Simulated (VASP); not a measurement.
# TiC (I4/mmm) in VASP: further runs, part 2 of 2

VASP 6.6.1.

### Step 4. Single point, PBEsol (strain +0.030 along x and y, +0.000 along z)

The input, INCAR:

```
PREC = Accurate
ENCUT = 520
EDIFF = 1E-6
ISMEAR = 0
SIGMA = 0.15
LREAL = False
LASPH = True
NELM = 60
ALGO = Normal
ISIF = 2
LWAVE = False
LCHARG = False
GGA = PS
NBANDS = 15
```

The input, KPOINTS:

```
Automatic mesh
0
Gamma
  18 18 18
```

The input, POSCAR:

```
TiC
1.0
    0.0000000000      2.2289200000      2.1640000000
    2.2289200000      0.0000000000      2.1640000000
    2.2289200000      2.2289200000      0.0000000000
Ti C
1 1
Direct
    0.0000000000      0.0000000000      0.0000000000
    0.5000000000      0.5000000000      0.5000000000
```

Potentials or basis: VASP PAW PBE potentials, release 64 (Ti_sv, C).

Started as:

```console
$ cat potpaw_PBE.64/Ti_sv/POTCAR potpaw_PBE.64/C/POTCAR > POTCAR
$ mpirun -np 1 vasp_std > vasp.out
```

OUTCAR:

```text
PREC = Accurate
   ENCUT = 520
   EDIFF = 1E-6
   ISMEAR = 0
   LREAL = False
   LASPH = True
   NELM = 60
   ISIF = 2
   GGA = PS

 ion  position               nearest neighbor table
   1  0.000  0.000  0.000-   2 2.16   2 2.16   2 2.23   2 2.23   2 2.23   2 2.23
   2  0.500  0.500  0.500-   1 2.16   1 2.16   1 2.23   1 2.23   1 2.23   1 2.23

  LATTYP: Found a body centered tetragonal cell.
 ALAT       =     3.1521688934
 C/A-ratio  =     1.3730228761

  Lattice vectors:

 A1 = (   0.0000000000,  -2.2289200000,  -2.1640000000)
 A2 = (   0.0000000000,   2.2289200000,  -2.1640000000)
 A3 = (   2.2289200000,   0.0000000000,   2.1640000000)

Analysis of symmetry for initial positions (statically):
=====================================================================
 Subroutine PRICEL returns:
 Original cell was already a primitive cell.

 Routine SETGRP: Setting up the symmetry group for a
 body centered tetragonal supercell.

 Subroutine GETGRP returns: Found 16 space group operations
 (whereof 16 operations were pure point group operations)
 out of a pool of 16 trial point group operations.

The static configuration has the point symmetry D_4h.

Analysis of symmetry for dynamics (positions and initial velocities):
=====================================================================
 Subroutine PRICEL returns:
 Original cell was already a primitive cell.

 Routine SETGRP: Setting up the symmetry group for a
 body centered tetragonal supercell.

 Subroutine GETGRP returns: Found 16 space group operations
 (whereof 16 operations were pure point group operations)
 out of a pool of 16 trial point group operations.

The dynamic configuration has the point symmetry D_4h.

 Subroutine INISYM returns: Found 16 space group operations
 (whereof 16 operations are pure point group operations),
 and found     1 'primitive' translations

----------------------------------------------------------------------------------------

                                     Primitive cell

  volume of cell :      21.5019

  direct lattice vectors                    reciprocal lattice vectors
     0.000000000  2.228920000  2.164000000    -0.224323888  0.224323888  0.231053604
     2.228920000  0.000000000  2.164000000     0.224323888 -0.224323888  0.231053604
     2.228920000  2.228920000  0.000000000     0.224323888  0.224323888 -0.231053604

  length of vectors
     3.106602705  3.106602705  3.152168893     0.392464242  0.392464242  0.392464242

  position of ions in fractional coordinates (direct lattice)
     0.000000000  0.000000000  0.000000000
     0.500000000  0.500000000  0.500000000

  ion indices of the primitive-cell ions
   primitive index   ion index
                 1           1
                 2           2

----------------------------------------------------------------------------------------

 KPOINTS: Automatic mesh

Automatic generation of k-mesh.
 Grid dimensions read from file:
 generate k-points for:   18   18   18

 Generating k-lattice:

  Cartesian coordinates                     Fractional coordinates (reciprocal lattice)
    -0.012462438  0.012462438  0.012836311     0.055555556  0.000000000  0.000000000
     0.012462438 -0.012462438  0.012836311     0.000000000  0.055555556  0.000000000
[... 42 lines left out ...]
   total plane-waves  NPLWV =  13824
   dimension x,y,z NGX =    24 NGY =   24 NGZ =   24
   dimension x,y,z NGXF=    48 NGYF=   48 NGZF=   48
   ions per type =               1   1
   NGX,Y,Z   is equivalent  to a cutoff of  12.84, 12.84, 12.66 a.u.
   NGXF,Y,Z  is equivalent  to a cutoff of  25.69, 25.69, 25.32 a.u.
 SYSTEM =  unknown system
   PREC   = accura    normal or accurate (medium, high low for compatibility)
   ISTART =      0    job   : 0-new  1-cont  2-samecut
   ICHARG =      2    charge: 1-file 2-atom 10-const
   ISPIN  =      1    spin polarized calculation?
   LNONCOLLINEAR =      F non collinear calculations
   LSORBIT =      F    spin-orbit coupling
   LASPH  =      T    aspherical Exc in radial PAW
   ENCUT  =  520.0 eV  38.22 Ry    6.18 a.u.   5.78  5.78  5.86*2*pi/ulx,y,z
   NELM   =     60;   NELMIN=  2; NELMDL= -5     # of ELM steps
   EDIFF  = 0.1E-05   stopping-criterion for ELM
   LREAL  =      F    real-space projection
   EDIFFG = 0.1E-04   stopping-criterion for IOM
   NSW    =      0    number of steps for IOM
   IBRION =     -1    ionic relax: 0-MD 1-quasi-New 2-CG
   NFREE  =      0    steps in history (QN), initial steepest desc. (CG)
   ISIF   =      2    stress and relaxation
   ISYM   =      2    0-nonsym 1-usesym 2-fastsym
   POTIM  = 0.5000    time-step for ionic-motion
   TEBEG  =    0.0;   TEEND  =   0.0 temperature during run
   PSTRESS=    0.0 pullay stress
   NELECT =      16.0000    total number of electrons
   NUPDOWN=      -1.0000    fix difference up-down
   EMIN   =  10.00;   EMAX   =-10.00  energy-range for DOS
   EFERMI =   0.00;   METHOD = LEGACY
   ISMEAR =     0;   SIGMA  =   0.15  broadening in eV -4-tet -1-fermi 0-gaus
   EFERMI_NEDOS =   21; number of points for ismear=-14 and -15
   IALGO  =     38    algorithm
   IMIX   =      4    mixing-type and parameters
     AMIX     =   0.40;   BMIX     =  1.00
     AMIX_MAG =   1.60;   BMIX_MAG =  1.00
  volume/ion in A,a.u.               =      10.75        72.55
  Fermi-wavevector in a.u.,A,eV,Ry     =   1.483506  2.803421 29.943582  2.200791
  Thomas-Fermi vector in A             =   2.597159
   LORBIT       =      0    0 simple, 1 ext, 2 COOP (PROOUT), +10 PAW based schemes
   GGA     = PS    functional components
   LHFCALC =     F    Hartree Fock is set to
   AEXX    =    0.0000 exact exchange contribution
   IVDW    =     0    specifies the selected vdW correction
   LEPSILON=     F    determine dielectric tensor
   LRPA    =     F    only Hartree local field effects (RPA)
 non-spin polarized calculation
 Gauss-broadening in eV      SIGMA  =   0.15
  energy-cutoff  :      520.00
  volume of cell :       21.50
 maximum number of plane-waves:       592
   NGX = 11   NGY = 11   NGZ = 11

 number of electron      16.0000000 magnetization

 Free energy of the ion-electron system (eV)
  ---------------------------------------------------
  ext. energy  EPLUGINS =         0.00000000
  ---------------------------------------------------
  free energy    TOTEN  =       -19.68770866 eV

  energy without entropy =      -19.68410862  energy(sigma->0) =      -19.68590864

 E-fermi :   8.6498     XC(G=0): -12.5667

 val. band max:        8.6459664134   @ k =   0.1111  -0.0000   0.0556
 cond. band min:       8.6536931677   @ k =   0.1111   0.0556   0.0000
 fundamental gap:      0.0077267543
 Fermi energy:         8.6497537459

 k-point     1 :       0.0000    0.0000    0.0000
  band No.  band energies     occupation
      1     -47.8409      2.00000
      2     -24.0084      2.00000
      3     -24.0084      2.00000
      4     -23.9647      2.00000
      5      -3.4527      2.00000
      6       9.2294      0.00000
      7       9.2294      0.00000
      8       9.4257      0.00000
      9      10.1531      0.00000
     10      10.2521      0.00000
     11      10.2521      0.00000
     12      10.3407      0.00000
     13      10.3417      0.00000
     14      18.3316      0.00000
[... 401 lines left out ...]
      2     -24.1926      2.00000
      3     -24.0272      2.00000
      4     -24.0045      2.00000
      5      -2.2822      2.00000
      6       6.1188      2.00000
      7       6.9972      2.00000
      8       7.2996      2.00000
      9      10.0380      0.00000
     10      10.4587      0.00000
     11      11.3344      0.00000
     12      13.6505      0.00000
     13      14.3248      0.00000
     14      19.2411      0.00000
     15      22.3396      0.00000

 [... further k-points ...]

------------------------ aborting loop because EDIFF is reached ----------------------------------------

  FORCE on cell =-STRESS in cart. coord.  units (eV):
  Direction    XX          YY          ZZ          XY          YZ          ZX
  --------------------------------------------------------------------------------------
  -------------------------------------------------------------------------------------
  Total       -2.8674313     -2.8674313     -1.6486138      0.0000000      0.0000000      0.0000000
  in kB     -213.6620486   -213.6620486   -122.8438145      0.0000000      0.0000000      0.0000000
  external PRESSURE =    -183.3893039 kB  Pullay stress =       0.0000000 kB

 VOLUME and BASIS-vectors are now :
 -----------------------------------------------------------------------------
  energy-cutoff  :      520.00
  volume of cell :       21.50
      direct lattice vectors                 reciprocal lattice vectors
     0.000000000  2.228920000  2.164000000    -0.224323888  0.224323888  0.231053604
     2.228920000  0.000000000  2.164000000     0.224323888 -0.224323888  0.231053604
     2.228920000  2.228920000  0.000000000     0.224323888  0.224323888 -0.231053604

 POSITION                                       TOTAL-FORCE (eV/Angst)
 -----------------------------------------------------------------------------------
      0.00000      0.00000      0.00000        -0.000000     -0.000000      0.000000
      2.22892      2.22892      2.16400         0.000000      0.000000      0.000000
 -----------------------------------------------------------------------------------
    total drift:                                0.000000     -0.000000     -0.000000

  FREE ENERGIE OF THE ION-ELECTRON SYSTEM (eV)
  ---------------------------------------------------
  free  energy   TOTEN  =       -19.6877086612 eV

  energy  without entropy=      -19.6841086213  energy(sigma->0) =      -19.68590864
```

Run time: 95 s. Hardware: 1 thread of AMD EPYC 9R45 (Zen 5), shared host; peak memory 0.24 GiB.

Results:

```yaml
Free_energy: -19.6877 eV
Pressure: -18.3 GPa
Band_gap_on_the_k_mesh: zero (band 8 reaches 9.43 eV, above the bottom of band 9 at 8.06 eV)
```

Caveat: the cell differs from its parent crystal (strain +0.030 along x and y, +0.000 along z); the PAW data sets were made with another functional, which shifts forces and pressure a little.

### Step 5. Single point, PBEsol (strain +0.015 along x and y, +0.030 along z)

The input, INCAR:

```
SYSTEM = TiC
PREC = Accurate ; ENCUT = 520
EDIFF = 1E-7 ; ISMEAR = 0
SIGMA = 0.15 ; LREAL = .FALSE.
LASPH = .TRUE. ; NELM = 60
ALGO = Normal ; ISIF = 2
LWAVE = .FALSE. ; LCHARG = .TRUE.
GGA = PS ; LELF = .TRUE.
LVHAR = .TRUE. ; NBANDS = 15
```

The input, KPOINTS:

```
Automatic mesh
0
G
  18 18 18
  0 0 0
```

The input, POSCAR:

```
TiC
1.0
    0.0000000000      2.1964600000      2.2289200000
    2.1964600000      0.0000000000      2.2289200000
    2.1964600000      2.1964600000      0.0000000000
Ti C
1 1
Direct
    0.0000000000      0.0000000000      0.0000000000
    0.5000000000      0.5000000000      0.5000000000
```

Started as:

```console
$ cat potpaw_PBE.64/Ti_sv/POTCAR potpaw_PBE.64/C/POTCAR > POTCAR
$ mpirun -np 1 vasp_std > vasp.out
```

Run time: 1.9 min. Hardware: 1 thread of AMD EPYC 9R45 (Zen 5), shared host; peak memory 0.24 GiB.

Results (log left out):

```
Free energy            : -19.6962 eV
Pressure               : -18.5 GPa
Band gap on the k mesh : zero (band 8 reaches 9.32 eV, above the bottom of band 9 at 8.20 eV)
```

Stress tensor (GPa, compression positive):
```
-17.11   0.00   0.00
  0.00 -17.11   0.00
  0.00   0.00 -21.22
```

Levels at points of the mesh, in eV from the Fermi level:
```
           k point  band 5  band 6  band 7  band 8  band 9  band 10  band 11  band 12
(0.00, 0.00, 0.00)  -12.10    0.58    0.68    0.68    1.55     1.60     1.65     1.65
(0.50, 0.00, 0.00)   -8.84   -5.62   -2.73   -2.71    2.67     2.73     3.79     7.57
(0.50, 0.50, 0.00)   -9.86   -3.48   -1.49    0.01    0.01     2.53     3.24     3.24
(0.50, 0.00, 0.50)   -9.83   -3.34   -1.52   -0.10   -0.09     2.53     3.21     3.30
```

Caveat: the cell differs from its parent crystal (strain +0.015 along x and y, +0.030 along z); the PAW data sets were made with another functional, which shifts forces and pressure a little.

### Step 6. The runs side by side

```csv
cell,gap on the mesh (eV),pressure (GPa)
"a = 3.107, b = 3.107, c = 3.060 Å, angles 60.5, 60.5, 59.0°, 2 atoms",none,-12.3
"a = 3.083, b = 3.083, c = 3.106 Å, angles 59.8, 59.8, 60.5°, 2 atoms",none,-12.7
"a = 3.107, b = 3.107, c = 3.152 Å, angles 59.5, 59.5, 61.0°, 2 atoms",none,-18.3
"a = 3.129, b = 3.129, c = 3.106 Å, angles 60.2, 60.2, 59.5°, 2 atoms",none,-18.5
```

Alike in all rows: task single point; level PBEsol; potentials or basis VASP PAW PBE potentials, release 64 (Ti_sv, C); no spin polarisation; k mesh 18 × 18 × 18; cutoff (eV) 520; smearing gaussian 0.15 eV.

Caveats: the PAW data sets were made with another functional, which shifts forces and pressure a little.

Absolute energies hang on the potentials; compare differences alone.
